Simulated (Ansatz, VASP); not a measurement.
**Ti3BiO3 in VASP and in Ansatz**

```
Ti Bi O
1.0
     0.00000    0.00000    2.84823
     7.26051    0.00000    0.00000
    -3.63026    6.28779    0.00000
Ti Bi O
3 1 3
Direct
  0.50000 0.57243 0.78621
  0.50000 0.21379 0.78621
  0.50000 0.21379 0.42757
  0.00000 0.00000 0.00000
  0.00000 0.45378 0.90756
  0.00000 0.09244 0.54622
  0.00000 0.45378 0.54622
```

Alike in both runs: task single point; functional PBE; k mesh 8 × 6 × 6; occupations gaussian, width 0.2 eV; no spin polarisation.

|  | VASP | Ansatz |
| --- | --- | --- |
| version | VASP 6.6.1 | Ansatz 0.2.0 |
| potentials or method | VASP PAW PBE potentials, release 64 (Ti_sv, Bi_d, O), cutoff 520 eV | scalar-relativistic, plane waves, PAW |
| valence electrons in the cell | 69 | 69 |

```tsv
	VASP	Ansatz	Ansatz less VASP
gap on the k mesh at the Fermi level (eV)	none	none	-
pressure (GPa)	0.2	0.0	-0.25
traceless stress, the component that is largest in VASP (GPa)	0.33	0.18	-0.150
rms of the force components (eV/Å)	0.057	0.033	-0.0243
```

Atom by atom the forces differ by 0.028 eV/Å (rms over components). A gap of «none» marks a metal or a gap that the smearing closes.

Spin-orbit coupling is off throughout.
